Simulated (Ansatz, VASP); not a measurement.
## Ta: VASP beside Ansatz

INCAR

```
PREC = Accurate
ENCUT = 520
EDIFF = 1E-6
ISMEAR = -1
SIGMA = 0.08
LREAL = False
LASPH = True
NELM = 80
ALGO = Normal
ISIF = 2
LWAVE = False
LCHARG = True
GGA = PS
LELF = True
LVHAR = True
NBANDS = 12
```

The input KPOINTS:

```
regular mesh
0
Gamma
  17 17 17
```

The input POSCAR:

```
Ta
1.0
   -1.6730098603      1.6730098603      1.6730098603
    1.6730098603     -1.6730098603      1.6730098603
    1.6730098603      1.6730098603     -1.6730098603
Ta
1
Direct
    0.0000000000      0.0000000000      0.0000000000
```

Input for Ansatz:

```yaml
crystal:
  lattice:
    - [-1.6730098603, 1.6730098603, 1.6730098603]
    - [1.6730098603, -1.6730098603, 1.6730098603]
    - [1.6730098603, 1.6730098603, -1.6730098603]
  atoms:
    - { symbol: Ta, position: [0.0, 0.0, 0.0] }
kpoints:
  mp_grid: { grid: [17, 17, 17] }
  band_path:
    path:
      - [0.0, 0.0, 0.0]
      - [0.5, -0.5, 0.5]
      - [0.0, 0.0, 0.5]
      - [0.0, 0.0, 0.0]
      - [0.25, 0.25, 0.25]
      - [0.5, -0.5, 0.5]
      - [0.25, 0.25, 0.25]
      - [0.0, 0.0, 0.5]
    npoints: 5
scf:
  occupations: { method: fermi_dirac, width: 0.08 }
hamiltonian:
  xc: pbesol
  pseudopotentials: { kind: all_electron, lapw: { basis_error: 0.0005 } }
output:
  forces: true
  stress: true
  eigenvalues: true
```

Change from the starting cell: volume scaled by 1.04.

Alike in both runs: task single point; functional PBEsol; k mesh 17 × 17 × 17; occupations fermi-dirac, width 0.08 eV; no spin polarisation.

|  | VASP | Ansatz |
| --- | --- | --- |
| version | VASP 6.6.1 | Ansatz 0.2.0 |
| potentials or method | VASP PAW PBE potentials, release 64 (Ta_pv), cutoff 520 eV | all-electron LAPW, scalar-relativistic |

Ansatz gave:

- pressure (GPa): -10.8

Task: Estimate VASP's values.

Result: Pressure (GPa): -10.7.

VASP's potentials were made for PBE, not for PBEsol. Ansatz ran all-electron here, and VASP with PAW potentials.

Neither program's run includes spin-orbit coupling.
